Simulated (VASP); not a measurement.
# SnO (Cmce) in VASP: single point with PBE

Aim: the single point of SnO with PBE.

Everything below comes from runs of VASP 6.6.1. Logs are shortened: lines on timing, memory, paths and dates and some standing lists are left out, and cuts for length are marked.

### 1 The cell of the first run

The structure is orthorhombic, space group Cmce (No. 64). The conventional cell has a = 5.474 Å, b = 5.476 Å, c = 10.222 Å, α = 90.00°, β = 90.00°, γ = 90.00°. Within 3.0 Å of Sn (site symmetry m) lie 4 O at 2.25 to 2.26 Å. Within 3.0 Å of O (site symmetry 2) lie 4 Sn at 2.25 to 2.26 Å and 4 O at 2.74 Å.

### 2 Single point, PBE

Input file INCAR:

```
ALGO = Normal ; EDIFF = 1E-6
ENCUT = 910 ; GGA = PE
GGA_COMPAT = F ; ISIF = 2
ISMEAR = 0 ; LASPH = T
LCHARG = F ; LREAL = F
LWAVE = F ; NBANDS = 50
NELM = 120 ; PREC = Accurate
SIGMA = 0.1
```

Input file KPOINTS:

```
k-points
0
Gamma
  6 6 2
```

Input file POSCAR:

```
SnO
1.0
    2.7369120000     -2.7377960000      0.0000000000
    2.7369120000      2.7377960000      0.0000000000
    0.0000000000      0.0000000000     10.2219600000
Sn O
4 4
Direct
    0.7365470000      0.2634530000      0.8638580000
    0.2634530000      0.7365470000      0.1361420000
    0.7634530000      0.2365470000      0.3638580000
    0.2365470000      0.7634530000      0.6361420000
    0.2619440000      0.2380560000      0.2500000000
    0.7380560000      0.7619440000      0.7500000000
    0.2380560000      0.2619440000      0.7500000000
    0.7619440000      0.7380560000      0.2500000000
```

Potentials or basis: VASP PAW PBE potentials, release 64 (Sn_d, O_h).

Command:

```bash
> cat potpaw_PBE.64/Sn_d/POTCAR potpaw_PBE.64/O_h/POTCAR > POTCAR
> mpirun -np 1 vasp_std > vasp.out
```

OUTCAR:

```text
EDIFF = 1E-6
   ENCUT = 910
   GGA = PE
   ISIF = 2
   ISMEAR = 0
   LASPH = T
   LREAL = F
   NELM = 120
   PREC = Accurate

 ion  position               nearest neighbor table
   1  0.737  0.263  0.864-   6 2.25   7 2.25   7 2.26   6 2.26   4 3.59   4 3.59   4 3.59   4 3.59

   2  0.263  0.737  0.136-   5 2.25   8 2.25   5 2.26   8 2.26   3 3.59   3 3.59   3 3.59   3 3.59

   3  0.763  0.237  0.364-   5 2.25   8 2.25   8 2.26   5 2.26   2 3.59   2 3.59   2 3.59   2 3.59

   4  0.237  0.763  0.636-   6 2.25   7 2.25   6 2.26   7 2.26   1 3.59   1 3.59   1 3.59   1 3.59

   5  0.262  0.238  0.250-   2 2.25   3 2.25   3 2.26   2 2.26
   6  0.738  0.762  0.750-   1 2.25   4 2.25   1 2.26   4 2.26
   7  0.238  0.262  0.750-   1 2.25   4 2.25   4 2.26   1 2.26
   8  0.762  0.738  0.250-   2 2.25   3 2.25   2 2.26   3 2.26

  LATTYP: Found a base centered orthorhombic cell.
 ALAT       =     5.4738240000
 B/A-ratio  =     1.0003229918
 C/A-ratio  =     1.8674257704

  Lattice vectors:

 A1 = (   2.7369120000,  -2.7377960000,   0.0000000000)
 A2 = (   2.7369120000,   2.7377960000,   0.0000000000)
 A3 = (   0.0000000000,   0.0000000000,  10.2219600000)

Analysis of symmetry for initial positions (statically):
=====================================================================
 Subroutine PRICEL returns:
 Original cell was already a primitive cell.

 Routine SETGRP: Setting up the symmetry group for a
 base centered orthorhombic supercell.

 Subroutine GETGRP returns: Found  8 space group operations
 (whereof  4 operations were pure point group operations)
 out of a pool of  8 trial point group operations.

The static configuration has the point symmetry C_2h.
 The point group associated with its full space group is D_2h.

Analysis of symmetry for dynamics (positions and initial velocities):
=====================================================================
 Subroutine PRICEL returns:
 Original cell was already a primitive cell.

 Routine SETGRP: Setting up the symmetry group for a
 base centered orthorhombic supercell.

 Subroutine GETGRP returns: Found  8 space group operations
 (whereof  4 operations were pure point group operations)
 out of a pool of  8 trial point group operations.

The dynamic configuration has the point symmetry C_2h.
 The point group associated with its full space group is D_2h.

 Subroutine INISYM returns: Found  8 space group operations
 (whereof  4 operations are pure point group operations),
 and found     1 'primitive' translations

----------------------------------------------------------------------------------------
[... 109 lines left out ...]
   IBRION =     -1    ionic relax: 0-MD 1-quasi-New 2-CG
   NFREE  =      0    steps in history (QN), initial steepest desc. (CG)
   ISIF   =      2    stress and relaxation
   ISYM   =      2    0-nonsym 1-usesym 2-fastsym
   POTIM  = 0.5000    time-step for ionic-motion
   TEBEG  =    0.0;   TEEND  =   0.0 temperature during run
   PSTRESS=    0.0 pullay stress
   NELECT =      80.0000    total number of electrons
   NUPDOWN=      -1.0000    fix difference up-down
   EMIN   =  10.00;   EMAX   =-10.00  energy-range for DOS
   EFERMI =   0.00;   METHOD = LEGACY
   ISMEAR =     0;   SIGMA  =   0.10  broadening in eV -4-tet -1-fermi 0-gaus
   EFERMI_NEDOS =   21; number of points for ismear=-14 and -15
   IALGO  =     38    algorithm
   IMIX   =      4    mixing-type and parameters
     AMIX     =   0.40;   BMIX     =  1.00
     AMIX_MAG =   1.60;   BMIX_MAG =  1.00
  volume/ion in A,a.u.               =      19.15       129.22
  Fermi-wavevector in a.u.,A,eV,Ry     =   1.318346  2.491313 23.647424  1.738037
  Thomas-Fermi vector in A             =   2.448323
   LORBIT       =      0    0 simple, 1 ext, 2 COOP (PROOUT), +10 PAW based schemes
   GGA     = PE    functional components
   LHFCALC =     F    Hartree Fock is set to
   AEXX    =    0.0000 exact exchange contribution
   IVDW    =     0    specifies the selected vdW correction
   LEPSILON=     F    determine dielectric tensor
   LRPA    =     F    only Hartree local field effects (RPA)
 non-spin polarized calculation
 Gauss-broadening in eV      SIGMA  =   0.10
  energy-cutoff  :      910.00
  volume of cell :      153.19
 maximum number of plane-waves:      9615
 NGX is ok and might be reduce to    40
   NGX = 19   NGY = 19   NGZ = 51

 number of electron      79.9999991 magnetization

 Free energy of the ion-electron system (eV)
  ---------------------------------------------------
  ext. energy  EPLUGINS =         0.00000000
  ---------------------------------------------------
  free energy    TOTEN  =       -45.47223171 eV

  energy without entropy =      -45.47223056  energy(sigma->0) =      -45.47223113

 E-fermi :   6.4879     XC(G=0):  -9.7667

 val. band max:        6.2179724451   @ k =   0.0000   0.0000   0.0000
 cond. band min:       6.7612735752   @ k =   0.5000   0.5000   0.0000
 fundamental gap:      0.5433011301
 Fermi energy:         6.4878894018

 k-point     1 :       0.0000    0.0000    0.0000
  band No.  band energies     occupation
      1     -15.4996      2.00000
      2     -15.4913      2.00000
      3     -15.1556      2.00000
      4     -15.1472      2.00000
      5     -15.1402      2.00000
      6     -15.1394      2.00000
[... 1261 lines left out ...]
     49      12.3488      0.00000
     50      12.3637      0.00000

 [... further k-points ...]
[... 5 lines left out ...]
  --------------------------------------------------------------------------------------
  -------------------------------------------------------------------------------------
  Total       -0.3177100     -0.3124027     -0.3683682      0.0000000     -0.0000000      0.0000000
  in kB       -3.3228852     -3.2673772     -3.8527124      0.0000000     -0.0000000      0.0000000
  external PRESSURE =      -3.4809916 kB  Pullay stress =       0.0000000 kB

 VOLUME and BASIS-vectors are now :
 -----------------------------------------------------------------------------
  energy-cutoff  :      910.00
  volume of cell :      153.19
      direct lattice vectors                 reciprocal lattice vectors
     2.736912000 -2.737796000  0.000000000     0.182687642 -0.182628655  0.000000000
     2.736912000  2.737796000  0.000000000     0.182687642  0.182628655  0.000000000
     0.000000000  0.000000000 10.221960000     0.000000000  0.000000000  0.097828596

 POSITION                                       TOTAL-FORCE (eV/Angst)
 -----------------------------------------------------------------------------------
      2.73691     -1.29523      8.83032         0.000000     -0.047946     -0.015069
      2.73691      1.29523      1.39164         0.000000      0.047946      0.015069
      2.73691     -1.44256      3.71934         0.000000      0.047946     -0.015069
      2.73691      1.44256      6.50262         0.000000     -0.047946      0.015069
      1.36846     -0.06540      2.55549         0.000000     -0.000666      0.000000
      4.10537      0.06540      7.66647         0.000000      0.000666      0.000000
      1.36846      0.06540      7.66647         0.000000      0.000666      0.000000
      4.10537     -0.06540      2.55549         0.000000     -0.000666      0.000000
 -----------------------------------------------------------------------------------
    total drift:                                0.000000     -0.000000      0.000000

  FREE ENERGIE OF THE ION-ELECTRON SYSTEM (eV)
  ---------------------------------------------------
  free  energy   TOTEN  =       -45.4722317051 eV

  energy  without entropy=      -45.4722305578  energy(sigma->0) =      -45.47223113
```

OSZICAR:

```text
N       E                     dE             d eps       ncg     rms          rms(c)
DAV:   1     0.130828151802E+04    0.13083E+04   -0.51385E+04  2834   0.335E+03
DAV:   2     0.284583807512E+03   -0.10237E+04   -0.98430E+03  2600   0.905E+02
DAV:   3    -0.416733889653E+01   -0.28875E+03   -0.27182E+03  3176   0.301E+02
DAV:   4    -0.515064989861E+02   -0.47339E+02   -0.46123E+02  3488   0.109E+02
DAV:   5    -0.530381777100E+02   -0.15317E+01   -0.15208E+01  3012   0.212E+01    0.167E+01
DAV:   6    -0.453531621939E+02    0.76850E+01   -0.30289E+01  4370   0.494E+01    0.687E+00
DAV:   7    -0.455181639912E+02   -0.16500E+00   -0.51938E+00  2796   0.984E+00    0.406E+00
DAV:   8    -0.455100721303E+02    0.80919E-02   -0.12032E+00  4122   0.601E+00    0.151E+00
DAV:   9    -0.454676675591E+02    0.42405E-01   -0.19386E-01  4100   0.364E+00    0.418E-01
DAV:  10    -0.454744316454E+02   -0.67641E-02   -0.27312E-02  3604   0.136E+00    0.388E-01
DAV:  11    -0.454720016094E+02    0.24300E-02   -0.94981E-03  3924   0.774E-01    0.514E-02
DAV:  12    -0.454722520841E+02   -0.25047E-03   -0.22619E-03  2966   0.215E-01    0.719E-02
DAV:  13    -0.454722419059E+02    0.10178E-04   -0.10378E-04  3848   0.839E-02    0.400E-02
DAV:  14    -0.454722335675E+02    0.83383E-05   -0.29514E-05  3298   0.286E-02    0.135E-02
DAV:  15    -0.454722314912E+02    0.20764E-05   -0.62373E-06  2964   0.152E-02    0.244E-03
DAV:  16    -0.454722317051E+02   -0.21397E-06   -0.43897E-07  1710   0.482E-03
   1 F= -.45472232E+02 E0= -.45472231E+02  d E =-.114731E-05
```

stdout:

```text
POSCAR found type information on POSCAR SnO
 POSCAR found :  2 types and       8 ions
 scaLAPACK will be used
 LDA part: xc-table for (Slater+PW92), standard interpolation
 POSCAR, INCAR and KPOINTS ok, starting setup
 FFT: planning ... GRIDC
 FFT: planning ... GRID_SOFT
 FFT: planning ... GRID
 WAVECAR not read
 entering main loop
```

Run time: 4.8 min. Hardware: 1 thread of Intel Xeon 6975P-C (Granite Rapids), shared host; peak memory 0.63 GiB.

Results:

* Free energy: -45.4722 eV
* Pressure: -0.3 GPa
* Largest force: 0.050 eV/Å
* Band gap on the k mesh: 0.54 eV

Forces in eV/Å, atoms in the order of the input:
```
Sn   0.000 -0.048 -0.015
Sn   0.000  0.048  0.015
Sn   0.000  0.048 -0.015
Sn   0.000 -0.048  0.015
O    0.000 -0.001  0.000
O    0.000  0.001  0.000
O    0.000  0.001  0.000
O    0.000 -0.001  0.000
```

Caveat: the cutoff is under 1.25 times the usual one of these potentials, so pressure, stress and relaxed cells hold a basis-set (Pulay) error; spin-orbit coupling is left out, which moves the levels of the heavy elements. A k mesh can miss the band edges.
